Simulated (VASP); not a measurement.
InAs:

```xyz
2
Lattice="0.0000 3.0240 3.0240 3.0240 0.0000 3.0240 3.0240 3.0240 0.0000" Properties=species:S:1:pos:R:3 pbc="T T T"
In    0.0000    0.0000    0.0000
As    4.5360    4.5360    4.5360
```

Base run:

```yaml
Program: VASP 6.6.1
Functional: PBEsol
Potentials_or_basis: VASP PAW PBE potentials, release 64 (In_d, As)
Cutoff: 520 eV
k_mesh: 10 × 10 × 10
Occupations: fermi-dirac, width 0.08 eV
Spin: no spin polarisation
```

Its results: band gap on the k mesh zero (filled and empty bands touch); pressure 1.2 GPa.

Task: The run is repeated on the same cell with these changes: functional from PBEsol to LDA; potentials or basis from VASP PAW PBE potentials, release 64 (In_d, As) to VASP PAW LDA potentials, release 64 (In_d, As). What comes out?

Result: Band gap on the k mesh zero (filled and empty bands touch); pressure -0.5 GPa.

Caveats: spin-orbit coupling is left out, which moves the levels of the heavy elements; the PAW data sets were made with another functional, which shifts forces and pressure a little (some runs).
